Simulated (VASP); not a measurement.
# TiO2 (I4_1/amd) in VASP: a series of runs

Aim: see how the results for TiO2 move with the level of theory and the settings. Levels: PBE, r2SCAN. Tasks: single point.

All numbers are computed with VASP 6.6.1; they aren't measurements. Logs are shortened: lines on timing, memory, paths and dates and some standing lists are left out, and cuts for length are marked.

### 1 The cell of the first run

The structure is tetragonal, space group I4_1/amd (No. 141). The conventional cell has a = 3.778 Å, b = 3.778 Å, c = 9.583 Å, α = 90.00°, β = 90.00°, γ = 90.00°. Ti (site symmetry -4m2) has 6 O at 1.93 to 1.99 Å within 2.6 Å. Within 2.6 Å of O (site symmetry 2mm) lie 3 Ti at 1.93 to 1.99 Å and 2 O at 2.46 Å.

### 2 Single point, PBE

File INCAR:

```
SYSTEM = TiO2
ALGO     = Normal         ! electronic algorithm
EDIFF    = 1E-7           ! SCF threshold, eV
ENCUT    = 520            ! plane-wave cutoff, eV
GGA      = PE             ! functional
ISIF     = 2              ! what is computed and relaxed
ISMEAR   = 0              ! smearing method
LASPH    = .True.         ! aspherical terms in the spheres
LCHARG   = .False.        ! write CHGCAR
LREAL    = .False.        ! projectors in reciprocal space
LWAVE    = .False.        ! write WAVECAR
NBANDS   = 33             ! bands
NELM     = 60             ! most SCF steps
PREC     = Accurate       ! precision mode
SIGMA    = 0.01           ! smearing width, eV
```

File KPOINTS:

```
k-points
0
Gamma
  10 10 10
  0 0 0
```

File POSCAR:

```
TiO2
1.0
   -1.8888988098      1.8888988098      4.7917154541
    1.8888988098     -1.8888988098      4.7917154541
    1.8888988098      1.8888988098     -4.7917154541
Ti O
2 4
Direct
    0.7500000000      0.2500000000      0.5000000000
    0.0000000000      0.0000000000      0.0000000000
    0.5427139634      0.0427139634      0.5000000000
    0.7927139634      0.7927139634      0.0000000000
    0.2072860366      0.2072860366      0.0000000000
    0.9572860366      0.4572860366      0.5000000000
```

Potentials or basis: VASP PAW PBE potentials, release 64 (Ti_sv, O).

Started as:

```bash
$ cat potpaw_PBE.64/Ti_sv/POTCAR potpaw_PBE.64/O/POTCAR > POTCAR
$ mpirun -np 1 vasp_std > vasp.out
```

OUTCAR:

```text
SYSTEM = TiO2
   EDIFF = 1E-7
   ENCUT = 520
   GGA = PE
   ISIF = 2
   ISMEAR = 0
   LASPH = .True.
   LREAL = .False.
   NELM = 60
   PREC = Accurate

 ion  position               nearest neighbor table
   1  0.750  0.250  0.500-   4 1.93   5 1.93   4 1.93   5 1.93   3 1.99   6 1.99
   2  0.000  0.000  0.000-   3 1.93   6 1.93   3 1.93   6 1.93   5 1.99   4 1.99
   3  0.543  0.043  0.500-   2 1.93   2 1.93   1 1.99
   4  0.793  0.793  0.000-   1 1.93   1 1.93   2 1.99
   5  0.207  0.207  0.000-   1 1.93   1 1.93   2 1.99
   6  0.957  0.457  0.500-   2 1.93   2 1.93   1 1.99

  LATTYP: Found a body centered tetragonal cell.
 ALAT       =     3.7777976196
 C/A-ratio  =     2.5367772107

  Lattice vectors:

 A1 = (  -1.8888988098,   1.8888988098,   4.7917154541)
 A2 = (   1.8888988098,  -1.8888988098,   4.7917154541)
 A3 = (   1.8888988098,   1.8888988098,  -4.7917154541)

Analysis of symmetry for initial positions (statically):
=====================================================================
 Subroutine PRICEL returns:
 Original cell was already a primitive cell.

 Routine SETGRP: Setting up the symmetry group for a
 body centered tetragonal supercell.

 Subroutine GETGRP returns: Found 16 space group operations
 (whereof  8 operations were pure point group operations)
 out of a pool of 16 trial point group operations.

The static configuration has the point symmetry D_2d.
 The point group associated with its full space group is D_4h.

Analysis of symmetry for dynamics (positions and initial velocities):
=====================================================================
 Subroutine PRICEL returns:
 Original cell was already a primitive cell.

 Routine SETGRP: Setting up the symmetry group for a
 body centered tetragonal supercell.

 Subroutine GETGRP returns: Found 16 space group operations
 (whereof  8 operations were pure point group operations)
 out of a pool of 16 trial point group operations.

The dynamic configuration has the point symmetry D_2d.
 The point group associated with its full space group is D_4h.

 Subroutine INISYM returns: Found 16 space group operations
 (whereof  8 operations are pure point group operations),
 and found     1 'primitive' translations

----------------------------------------------------------------------------------------

[... 101 lines left out ...]
   LREAL  =      F    real-space projection
   EDIFFG = 0.1E-05   stopping-criterion for IOM
   NSW    =      0    number of steps for IOM
   IBRION =     -1    ionic relax: 0-MD 1-quasi-New 2-CG
   NFREE  =      0    steps in history (QN), initial steepest desc. (CG)
   ISIF   =      2    stress and relaxation
   ISYM   =      2    0-nonsym 1-usesym 2-fastsym
   POTIM  = 0.5000    time-step for ionic-motion
   TEBEG  =    0.0;   TEEND  =   0.0 temperature during run
   PSTRESS=    0.0 pullay stress
   NELECT =      48.0000    total number of electrons
   NUPDOWN=      -1.0000    fix difference up-down
   EMIN   =  10.00;   EMAX   =-10.00  energy-range for DOS
   EFERMI =   0.00;   METHOD = LEGACY
   ISMEAR =     0;   SIGMA  =   0.01  broadening in eV -4-tet -1-fermi 0-gaus
   EFERMI_NEDOS =   21; number of points for ismear=-14 and -15
   IALGO  =     38    algorithm
   IMIX   =      4    mixing-type and parameters
     AMIX     =   0.40;   BMIX     =  1.00
     AMIX_MAG =   1.60;   BMIX_MAG =  1.00
  volume/ion in A,a.u.               =      11.40        76.92
  Fermi-wavevector in a.u.,A,eV,Ry     =   1.454898  2.749358 28.799822  2.116727
  Thomas-Fermi vector in A             =   2.571995
   LORBIT       =      0    0 simple, 1 ext, 2 COOP (PROOUT), +10 PAW based schemes
   GGA     = PE    functional components
   LHFCALC =     F    Hartree Fock is set to
   AEXX    =    0.0000 exact exchange contribution
   IVDW    =     0    specifies the selected vdW correction
   LEPSILON=     F    determine dielectric tensor
   LRPA    =     F    only Hartree local field effects (RPA)
 non-spin polarized calculation
 Gauss-broadening in eV      SIGMA  =   0.01
  energy-cutoff  :      520.00
  volume of cell :       68.39
 maximum number of plane-waves:      1858
 NGX is ok and might be reduce to    42
   NGX = 21   NGY = 21   NGZ = 21

 number of electron      47.9999993 magnetization

 Free energy of the ion-electron system (eV)
  ---------------------------------------------------
  ext. energy  EPLUGINS =         0.00000000
  ---------------------------------------------------
  free energy    TOTEN  =       -53.83408338 eV

  energy without entropy =      -53.83408338  energy(sigma->0) =      -53.83408338

 E-fermi :   3.5512     XC(G=0): -10.7139

 val. band max:        3.3546041635   @ k =  -0.4000   0.4000   0.0000
 cond. band min:       5.4910133536   @ k =   0.0000   0.0000   0.0000
 fundamental gap:      2.1364091901
 Fermi energy:         3.5512169878

 k-point     1 :       0.0000    0.0000    0.0000
  band No.  band energies     occupation
      1     -53.0271      2.00000
      2     -52.9691      2.00000
      3     -29.4881      2.00000
      4     -29.2508      2.00000
      5     -29.2508      2.00000
      6     -29.1821      2.00000
[... 853 lines left out ...]
     32       9.8397      0.00000
     33      10.7347      0.00000

 [... further k-points ...]

------------------------ aborting loop because EDIFF is reached ----------------------------------------

  FORCE on cell =-STRESS in cart. coord.  units (eV):
  Direction    XX          YY          ZZ          XY          YZ          ZX
  --------------------------------------------------------------------------------------
  -------------------------------------------------------------------------------------
  Total        2.2184611      2.2184611      2.4291621      0.0000000      0.0000000      0.0000000
  in kB       51.9749418     51.9749418     56.9113232      0.0000000      0.0000000      0.0000000
  external PRESSURE =      53.6204023 kB  Pullay stress =       0.0000000 kB

 VOLUME and BASIS-vectors are now :
 -----------------------------------------------------------------------------
  energy-cutoff  :      520.00
  volume of cell :       68.39
      direct lattice vectors                 reciprocal lattice vectors
    -1.888898810  1.888898810  4.791715454     0.000000000  0.264704492  0.104346764
     1.888898810 -1.888898810  4.791715454     0.264704492  0.000000000  0.104346764
     1.888898810  1.888898810 -4.791715454     0.264704492  0.264704492  0.000000000

 POSITION                                       TOTAL-FORCE (eV/Angst)
 -----------------------------------------------------------------------------------
     -0.00000      1.88890      2.39586         0.000000      0.000000     -0.000000
      0.00000      0.00000      0.00000         0.000000      0.000000     -0.000000
     -0.00000      1.88890      0.40935        -0.000000      0.000000     -0.106635
      0.00000      0.00000      7.59692         0.000000     -0.000000     -0.106635
      0.00000      0.00000      1.98651         0.000000     -0.000000      0.106635
      0.00000      1.88890      4.38237        -0.000000      0.000000      0.106635
 -----------------------------------------------------------------------------------
    total drift:                               -0.000000     -0.000000     -0.000000

  FREE ENERGIE OF THE ION-ELECTRON SYSTEM (eV)
  ---------------------------------------------------
  free  energy   TOTEN  =       -53.8340833812 eV

  energy  without entropy=      -53.8340833812  energy(sigma->0) =      -53.83408338
```

stdout:

```text
POSCAR found type information on POSCAR TiO
 POSCAR found :  2 types and       6 ions
 scaLAPACK will be used
 LDA part: xc-table for (Slater+PW92), standard interpolation
 POSCAR, INCAR and KPOINTS ok, starting setup
 FFT: planning ... GRIDC
 FFT: planning ... GRID_SOFT
 FFT: planning ... GRID
 WAVECAR not read
 entering main loop
```

It took 15 min on 1 thread of Intel Xeon 8259CL, shared host; peak memory 0.37 GiB.

What came out:

* Free energy: -53.8341 eV
* Pressure: 5.4 GPa
* Largest force: 0.107 eV/Å
* Band gap on the k mesh: 2.14 eV (least direct gap 2.45 eV)

Forces on the atoms (eV/Å):
```
Ti   0.000  0.000  0.000
Ti   0.000  0.000  0.000
O    0.000  0.000 -0.107
O    0.000  0.000 -0.107
O    0.000  0.000  0.107
O    0.000  0.000  0.107
```

Caveat: the cell stands under pressure. A k mesh can miss the band edges.

### 3 Single point, r2SCAN

POSCAR is that of step 2.

File INCAR.step1:

```
SYSTEM = TiO2
PREC = Accurate ; ENCUT = 520
ISMEAR = 0 ; SIGMA = 0.01
LREAL = .False. ; LASPH = .True.
NELM = 60 ; NBANDS = 33
GGA = PE ; ALGO = Normal
EDIFF = 1E-4 ; LWAVE = .True.
LCHARG = .False.
```

File INCAR.step2:

```
SYSTEM = TiO2
PREC = Accurate ; ENCUT = 520
EDIFF = 1E-6 ; ISMEAR = 0
SIGMA = 0.01 ; LREAL = .False.
LASPH = .True. ; NELM = 60
ALGO = Normal ; ISIF = 2
LWAVE = .False. ; LCHARG = .True.
METAGGA = R2SCAN ; LMIXTAU = .True.
LELF = .True. ; LVHAR = .True.
NBANDS = 33 ; ISTART = 1
```

File KPOINTS:

```
Automatic mesh
0
Gamma
  10 10 10
  0 0 0
```

Potentials or basis: VASP PAW PBE potentials, release 64 (Ti_sv, O).

Started as:

```bash
$ cat potpaw_PBE.64/Ti_sv/POTCAR potpaw_PBE.64/O/POTCAR > POTCAR
$ cp INCAR.step1 INCAR
$ mpirun -np 1 vasp_std > vasp.out
$ cp INCAR.step2 INCAR
$ mpirun -np 1 vasp_std > vasp.out
```

Wall time 49 min (1 thread of Intel Xeon 8259CL, shared host); peak memory 0.39 GiB.

The run converged. Its results:

```yaml
Free_energy: -69.8581 eV
Pressure: 1.2 GPa
Largest_force: 0.026 eV/Å
Band_gap_on_the_k_mesh: 2.56 eV (least direct gap 2.89 eV)
```

Forces in eV/Å, atoms in the order of the input:
```
Ti   0.000  0.000  0.000
Ti   0.000  0.000  0.000
O    0.000  0.000 -0.026
O    0.000  0.000 -0.026
O    0.000  0.000  0.026
O    0.000  0.000  0.026
```

Stress tensor (GPa, compression positive):
```
1.30 0.00 0.00
0.00 1.30 0.00
0.00 0.00 1.09
```

Levels at points of the mesh, in eV from the valence-band top:
```csv
k point,band 21,band 22,band 23,band 24,band 25,band 26,band 27,band 28
"(0.00, 0.00, 0.00)",-0.79,-0.79,-0.46,-0.46,2.56,3.28,4.47,4.47
"(0.50, 0.00, 0.00)",-1.95,-0.95,-0.87,-0.67,3.69,3.97,4.01,4.06
"(0.50, 0.50, 0.00)",-2.07,-2.07,-0.04,-0.04,3.75,3.75,4.21,4.21
"(0.50, 0.50, 0.50)",-1.29,-1.29,-0.11,-0.11,2.91,2.91,4.23,4.23
```

Caveat: the PAW data sets were made with another functional, which shifts forces and pressure a little. A k mesh can miss the band edges.
